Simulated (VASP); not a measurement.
# Ge (Cmmm) in VASP: notebook, part 2 of 2

VASP 6.6.1. The steps go on from the part before.

## Step 4: Single point, PBEsol (strain -0.0300 x Voigt [1, 0, 0, 0, 0, 0])

The input, INCAR:

```
SYSTEM = Ge
ALGO     = Normal         ! electronic algorithm
EDIFF    = 1E-7           ! SCF threshold, eV
ENCUT    = 520            ! plane-wave cutoff, eV
GGA      = PS             ! functional
ISIF     = 2              ! what is computed and relaxed
ISMEAR   = 0              ! smearing method
LASPH    = .TRUE.         ! aspherical terms in the spheres
LCHARG   = .TRUE.         ! write CHGCAR
LELF     = .TRUE.         ! ELF
LREAL    = .FALSE.        ! projectors in reciprocal space
LVHAR    = .TRUE.       
LWAVE    = .FALSE.        ! write WAVECAR
NBANDS   = 13             ! bands
NELM     = 60             ! most SCF steps
PREC     = Accurate       ! precision mode
SIGMA    = 0.15           ! smearing width, eV
```

The input, KPOINTS:

```
k-points
0
G
  20 20 18
  0 0 0
```

The input, POSCAR:

```
Ge
1.0
    1.3552345300     -2.6005160000      0.0000000000
    1.3552345300      2.6005160000      0.0000000000
    0.0000000000      0.0000000000      2.6982310000
Ge
1
Direct
    0.5000000000      0.5000000000      0.0000000000
```

Potentials or basis: VASP PAW PBE potentials, release 64 (Ge_d).

Started as:

```console
$ cat potpaw_PBE.64/Ge_d/POTCAR > POTCAR
$ mpirun -np 1 vasp_std > vasp.out
```

OUTCAR:

```text
SYSTEM = Ge
   EDIFF = 1E-7
   ENCUT = 520
   GGA = PS
   ISIF = 2
   ISMEAR = 0
   LASPH = .TRUE.
   LREAL = .FALSE.
   NELM = 60
   PREC = Accurate

 ion  position               nearest neighbor table
   1  0.500  0.500  0.000-

  LATTYP: Found a base centered orthorhombic cell.
 ALAT       =     2.7104690600
 B/A-ratio  =     1.9188678730
 C/A-ratio  =     0.9954848922

  Lattice vectors:

 A1 = (   1.3552345300,  -2.6005160000,   0.0000000000)
 A2 = (   1.3552345300,   2.6005160000,   0.0000000000)
 A3 = (   0.0000000000,   0.0000000000,   2.6982310000)

Analysis of symmetry for initial positions (statically):
=====================================================================
 Subroutine PRICEL returns:
 Original cell was already a primitive cell.

 Routine SETGRP: Setting up the symmetry group for a
 base centered orthorhombic supercell.

 Subroutine GETGRP returns: Found  8 space group operations
 (whereof  8 operations were pure point group operations)
 out of a pool of  8 trial point group operations.

The static configuration has the point symmetry D_2h.

Analysis of symmetry for dynamics (positions and initial velocities):
=====================================================================
 Subroutine PRICEL returns:
 Original cell was already a primitive cell.

 Routine SETGRP: Setting up the symmetry group for a
 base centered orthorhombic supercell.

 Subroutine GETGRP returns: Found  8 space group operations
 (whereof  8 operations were pure point group operations)
 out of a pool of  8 trial point group operations.

The dynamic configuration has the point symmetry D_2h.

 Subroutine INISYM returns: Found  8 space group operations
 (whereof  8 operations are pure point group operations),
 and found     1 'primitive' translations

----------------------------------------------------------------------------------------
[... 116 lines left out ...]
   GGA     = PS    functional components
   LHFCALC =     F    Hartree Fock is set to
   AEXX    =    0.0000 exact exchange contribution
   IVDW    =     0    specifies the selected vdW correction
   LEPSILON=     F    determine dielectric tensor
   LRPA    =     F    only Hartree local field effects (RPA)
 non-spin polarized calculation
 Gauss-broadening in eV      SIGMA  =   0.15
  energy-cutoff  :      520.00
  volume of cell :       19.02
 maximum number of plane-waves:       526
 NGX is ok and might be reduce to    24
   NGX = 11   NGY = 11   NGZ = 11

 number of electron      13.9999988 magnetization

 Free energy of the ion-electron system (eV)
  ---------------------------------------------------
  ext. energy  EPLUGINS =         0.00000000
  ---------------------------------------------------
  free energy    TOTEN  =        -4.73844705 eV

  energy without entropy =       -4.73389508  energy(sigma->0) =       -4.73617107

 E-fermi :   6.4148     XC(G=0): -11.3360

 val. band max:        6.4114463269   @ k =   0.3500   0.2500   0.3333
 cond. band min:       6.4152323174   @ k =  -0.3500   0.2000   0.2778
 fundamental gap:      0.0037859905
 Fermi energy:         6.4148162872

 k-point     1 :       0.0000    0.0000    0.0000
  band No.  band energies     occupation
      1     -18.2880      2.00000
      2     -18.2332      2.00000
      3     -18.1519      2.00000
      4     -18.0605      2.00000
      5     -18.0328      2.00000
      6      -6.7370      2.00000
      7      12.8081      0.00000
      8      13.5217      0.00000
      9      15.9074      0.00000
     10      16.4154      0.00000
     11      18.6136      0.00000
     12      22.1291      0.00000
     13      22.3321      0.00000
[... 354 lines left out ...]
  band No.  band energies     occupation
      1     -18.2481      2.00000
      2     -18.1795      2.00000
      3     -18.1023      2.00000
      4     -18.0860      2.00000
      5     -18.0656      2.00000
      6      -4.0665      2.00000
      7       5.4546      2.00000
      8       9.6260      0.00000
      9      15.2665      0.00000
     10      15.8074      0.00000
     11      19.6032      0.00000
     12      26.4425      0.00000
     13      27.0321      0.00000

 [... further k-points ...]

------------------------ aborting loop because EDIFF is reached ----------------------------------------

  FORCE on cell =-STRESS in cart. coord.  units (eV):
  Direction    XX          YY          ZZ          XY          YZ          ZX
  --------------------------------------------------------------------------------------
  -------------------------------------------------------------------------------------
  Total        0.1622498     -0.3710118     -0.5129611      0.0000000      0.0000000      0.0000000
  in kB       13.6682099    -31.2546909    -43.2127458      0.0000000      0.0000000      0.0000000
  external PRESSURE =     -20.2664089 kB  Pullay stress =       0.0000000 kB

 VOLUME and BASIS-vectors are now :
 -----------------------------------------------------------------------------
  energy-cutoff  :      520.00
  volume of cell :       19.02
      direct lattice vectors                 reciprocal lattice vectors
     1.355234530 -2.600516000  0.000000000     0.368939832 -0.192269534  0.000000000
     1.355234530  2.600516000  0.000000000     0.368939832  0.192269534  0.000000000
     0.000000000  0.000000000  2.698231000     0.000000000  0.000000000  0.370613191

 POSITION                                       TOTAL-FORCE (eV/Angst)
 -----------------------------------------------------------------------------------
      1.35523      0.00000      0.00000        -0.000000      0.000000      0.000000
 -----------------------------------------------------------------------------------
    total drift:                               -0.000000     -0.000000     -0.000000

  FREE ENERGIE OF THE ION-ELECTRON SYSTEM (eV)
  ---------------------------------------------------
  free  energy   TOTEN  =        -4.7384470525 eV

  energy  without entropy=       -4.7338950776  energy(sigma->0) =       -4.73617107
```

OSZICAR:

```text
N       E                     dE             d eps       ncg     rms          rms(c)
DAV:   1     0.617205334184E+02    0.61721E+02   -0.71161E+03 31364   0.295E+03
DAV:   2     0.652227469530E+00   -0.61068E+02   -0.58232E+02 30856   0.407E+02
DAV:   3    -0.468583574939E+01   -0.53381E+01   -0.53120E+01 32865   0.705E+01
DAV:   4    -0.475901789763E+01   -0.73182E-01   -0.73172E-01 33075   0.897E+00
DAV:   5    -0.475974410577E+01   -0.72621E-03   -0.72620E-03 33843   0.991E-01    0.142E+00
DAV:   6    -0.474431263527E+01    0.15431E-01   -0.12821E-02 36075   0.260E+00    0.772E-01
DAV:   7    -0.473869590081E+01    0.56167E-02   -0.71585E-03 36311   0.166E+00    0.915E-02
DAV:   8    -0.473844607891E+01    0.24982E-03   -0.77559E-04 34970   0.651E-01    0.299E-02
DAV:   9    -0.473844711588E+01   -0.10370E-05   -0.13378E-05 37335   0.497E-02    0.675E-03
DAV:  10    -0.473844705253E+01    0.63357E-07   -0.45675E-07 35077   0.103E-02
   1 F= -.47384471E+01 E0= -.47361711E+01  d E =-.455197E-02
```

stdout:

```text
POSCAR found type information on POSCAR Ge
 POSCAR found :  1 types and       1 ions
 scaLAPACK will be used
 -----------------------------------------------------------------------------
|                                                                             |
|                                                                             |
|     You enforced a specific xc type in the INCAR file but a different       |
|     I HOPE YOU KNOW WHAT YOU ARE DOING!                                     |
|                                                                             |
 -----------------------------------------------------------------------------

 LDA part: xc-table for (Slater+PW92), standard interpolation
 POSCAR, INCAR and KPOINTS ok, starting setup
 FFT: planning ... GRIDC
 FFT: planning ... GRID_SOFT
 FFT: planning ... GRID
 WAVECAR not read
 entering main loop
```

It took 54 s on 1 thread of Intel Xeon 6975P-C (Granite Rapids), shared host; peak memory 0.35 GiB.

What came out:

* Free energy: -4.7384 eV
* Pressure: -2.0 GPa
* Band gap on the k mesh: zero (bands 7 and 8 overlap by 9.57 eV)

Levels at points of the mesh, in eV from the Fermi level:
```
           k point  band 4  band 5  band 6  band 7  band 8  band 9  band 10  band 11
(0.00, 0.00, 0.00)  -24.48  -24.45  -13.15    6.39    7.11    9.49    10.00    12.20
(0.50, 0.00, 0.00)  -24.48  -24.46   -7.62   -5.46    3.44    7.47    10.65    16.32
(0.50, 0.50, 0.00)  -24.48  -24.46   -8.92   -5.78    6.07    9.63     9.93    15.64
(0.00, 0.00, 0.50)  -24.51  -24.50   -9.40   -5.92    9.93   12.32    15.77    16.26
(0.50, 0.00, 0.50)  -24.47  -24.37   -3.45   -2.45   -1.48    3.60     6.30    11.63
(0.50, 0.50, 0.50)  -24.48  -24.41   -4.91   -2.67   -2.45    3.03     8.94    14.31
```

Caveat: the cell differs from its parent crystal (strain -0.0300 x Voigt [1, 0, 0, 0, 0, 0]); the stress differs along the axes, from -4 to 1 GPa; the PAW data sets were made with another functional, which shifts forces and pressure a little.

## Step 5: Single point, PBEsol (strain -0.0150 x Voigt [1, 0, 0, 0, 0, 0])

The input, INCAR:

```
  ALGO = Normal
  EDIFF = 1E-7
  ENCUT = 520
  GGA = PS
  ISIF = 2
  ISMEAR = 0
  LASPH = True
  LCHARG = False
  LREAL = False
  LWAVE = False
  NBANDS = 13
  NELM = 60
  PREC = Accurate
  SIGMA = 0.15
```

The input, KPOINTS:

```
k-points
0
Gamma
  20 20 18
```

The input, POSCAR:

```
Ge
1.0
    1.3761917650     -2.6005160000      0.0000000000
    1.3761917650      2.6005160000      0.0000000000
    0.0000000000      0.0000000000      2.6982310000
Ge
1
Direct
    0.5000000000      0.5000000000      0.0000000000
```

Started as:

```console
$ cat potpaw_PBE.64/Ge_d/POTCAR > POTCAR
$ mpirun -np 1 vasp_std > vasp.out
```

Wall time 50 s (1 thread of Intel Xeon 6975P-C (Granite Rapids), shared host); peak memory 0.35 GiB.

The run converged. Its results:

| Property | Result |
| --- | --- |
| Free energy | -4.7390 eV |
| Pressure | -3.2 GPa |
| Band gap on the k mesh | zero (bands 7 and 8 overlap by 9.64 eV) |

Stress tensor (GPa, compression positive):
```
-1.18  0.00  0.00
 0.00 -4.08  0.00
 0.00  0.00 -4.31
```

Levels at points of the mesh, in eV from the Fermi level:
| k point | band 5 | band 6 | band 7 | band 8 | band 9 | band 10 |
| --- | --- | --- | --- | --- | --- | --- |
| (0.00, 0.00, 0.00) | -24.45 | -13.02 | 6.52 | 7.12 | 9.04 | 10.09 |
| (0.50, 0.00, 0.00) | -24.46 | -7.73 | -5.39 | 3.43 | 7.46 | 10.57 |
| (0.50, 0.50, 0.00) | -24.45 | -8.80 | -5.65 | 5.62 | 9.52 | 9.74 |
| (0.00, 0.00, 0.50) | -24.49 | -9.25 | -5.82 | 9.95 | 11.87 | 15.91 |
| (0.50, 0.00, 0.50) | -24.37 | -3.56 | -2.35 | -1.55 | 3.60 | 6.30 |
| (0.50, 0.50, 0.50) | -24.40 | -4.76 | -2.53 | -2.36 | 3.12 | 8.50 |

Caveat: the cell differs from its parent crystal (strain -0.0150 x Voigt [1, 0, 0, 0, 0, 0]); the cell stands under tension; the PAW data sets were made with another functional, which shifts forces and pressure a little.

## Step 6: Summary

| cell | gap on the mesh (eV) | pressure (GPa) |
| --- | --- | --- |
| a = 2.913, b = 2.913, c = 2.698 Å, angles 90.0, 90.0, 126.4°, 1 atom | none | 0.8 |
| a = 2.923, b = 2.923, c = 2.698 Å, angles 90.0, 90.0, 125.7°, 1 atom | none | -0.7 |
| a = 2.932, b = 2.932, c = 2.698 Å, angles 90.0, 90.0, 124.9°, 1 atom | none | -2.0 |
| a = 2.942, b = 2.942, c = 2.698 Å, angles 90.0, 90.0, 124.2°, 1 atom | none | -3.2 |

Alike in all rows: task single point; level PBEsol; potentials or basis VASP PAW PBE potentials, release 64 (Ge_d); no spin polarisation; k mesh 20 × 20 × 18; cutoff (eV) 520; smearing gaussian 0.15 eV.

Caveats: the PAW data sets were made with another functional, which shifts forces and pressure a little; the stress differs along the axes, from -4 to 8 GPa (at least some runs); the stress differs along the axes, from -4 to 4 GPa (at least some runs); the stress differs along the axes, from -4 to 1 GPa (at least some runs); the cell stands under tension (at least some runs).

Absolute energies hang on the potentials; compare differences alone.
